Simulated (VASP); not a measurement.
Runs of VASP 6.6.1 on SnO. The structure is that of space group F-43m (No. 216), or close to it. The cells are those of the table. 

| level | cell | k mesh | grid for exact exchange (PRECFOCK) | share of exact exchange | screening parameter | gap on the mesh (eV) | pressure (GPa) |
| --- | --- | --- | --- | --- | --- | --- | --- |
| PBE | a = 3.849 Å, angles 60.0°, 2 atoms | 8 × 8 × 8 | - | - | - | none | 1.5 |
| PBE | a = 3.638 Å, angles 60.0°, 2 atoms | 8 × 8 × 8 | - | - | - | none | (a) |
| r2SCAN | a = 3.849 Å, angles 60.0°, 2 atoms | 8 × 8 × 8 | - | - | - | none | -0.7 |
| r2SCAN | a = 3.638 Å, angles 60.0°, 2 atoms | 8 × 8 × 8 | - | - | - | none | 13.4 |
| PBE | a = 3.830 Å, angles 60.0°, 2 atoms | 8 × 8 × 8 | - | - | - | none | 2.5 |
| HSE06 | a = 3.849 Å, angles 60.0°, 2 atoms | 6 × 6 × 6 | Normal | 0.25 | 0.2079 1/Å | none | (b) |
| r2SCAN | a = 3.830 Å, angles 60.0°, 2 atoms | 8 × 8 × 8 | - | - | - | none | 0.3 |

Alike in all rows: task single point; potentials or basis VASP PAW PBE potentials, release 64 (Sn_d, O); no spin polarisation; cutoff (eV) 520; smearing fermi-dirac 0.02 eV.

Q: Estimate the missing entries.

A: (a) 15.9; (b) -0.6.

Caveats: the structure was generated, so it needn't be the stable form of SnO; spin-orbit coupling is left out, which moves the levels of the heavy elements; semilocal functionals underestimate gaps, and a narrow one can read as zero (at least some runs); the PAW data sets were made with another functional, which shifts forces and pressure a little (at least some runs); the cell stands under pressure (at least some runs).

A k mesh can miss the band edges, and the runs leave out spin-orbit coupling on Sn.

A gap of «none» marks levels without a gap at the run's occupations.
